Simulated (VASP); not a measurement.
Input of a VASP 6.6.1 run:

Contents of INCAR:

```
SYSTEM = Zn4HSe4
ALGO     = Normal         ! electronic algorithm
EDIFF    = 1E-6           ! SCF threshold, eV
ENCUT    = 520            ! plane-wave cutoff, eV
GGA      = PS             ! functional
ISIF     = 2              ! what is computed and relaxed
ISMEAR   = 0              ! smearing method
LASPH    = .TRUE.         ! aspherical terms in the spheres
LCHARG   = .TRUE.         ! write CHGCAR
LELF     = .TRUE.         ! ELF
LREAL    = .FALSE.        ! projectors in reciprocal space
LVHAR    = .TRUE.       
LWAVE    = .FALSE.        ! write WAVECAR
NBANDS   = 46             ! bands
NELECT   = 72.0         
NELM     = 100            ! most SCF steps
PREC     = Accurate       ! precision mode
SIGMA    = 0.05           ! smearing width, eV
```

KPOINTS

```
k-points
0
G
  6 6 6
  0 0 0
```

File POSCAR:

```
Zn4HSe4
1.0
   -4.0256375597     -4.0256375597      0.0000000000
   -4.0256375597      4.0256375597      0.0000000000
    4.0256375597      0.0000000000     -5.5406228226
Zn Se H
4 4 1
Direct
    0.5000000000      0.5000000000      0.0000000000
    0.0000000000      0.0000000000      0.0000000000
    0.0000000000      0.5000000000      0.0000000000
    0.5000000000      0.0000000000      0.0000000000
    0.1161581573      0.6161581573      0.7323163146
    0.6161581573      0.1161581573      0.7323163146
    0.8838418427      0.8838418427      0.2676836854
    0.3838418427      0.3838418427      0.2676836854
    0.1249704377      0.1249704377     -0.7530638870
```

Potentials or basis: VASP PAW PBE potentials, release 64 (Zn, Se, H).

The run is started by

```bash
$ cat potpaw_PBE.64/Zn/POTCAR potpaw_PBE.64/Se/POTCAR potpaw_PBE.64/H/POTCAR > POTCAR
$ mpirun -np 1 vasp_std > vasp.out
```

**Question.** What does it give for the largest force?

**Answer.** 5.101 eV/Å.

Forces in eV/Å, atoms in the order of the input:
```
Zn  -0.020  0.000  0.967
Zn   0.057  0.000  5.101
Zn  -0.002  0.009  0.420
Zn  -0.002 -0.009  0.420
Se  -0.001  0.067 -0.241
Se  -0.001 -0.067 -0.241
Se  -0.356  0.000 -0.953
Se   0.388  0.000 -0.984
H   -0.062  0.000 -4.487
```

Caveat: the cell carries a net charge on a neutralising background, which shifts energy and pressure; the PAW data sets were made with another functional, which shifts forces and pressure a little.
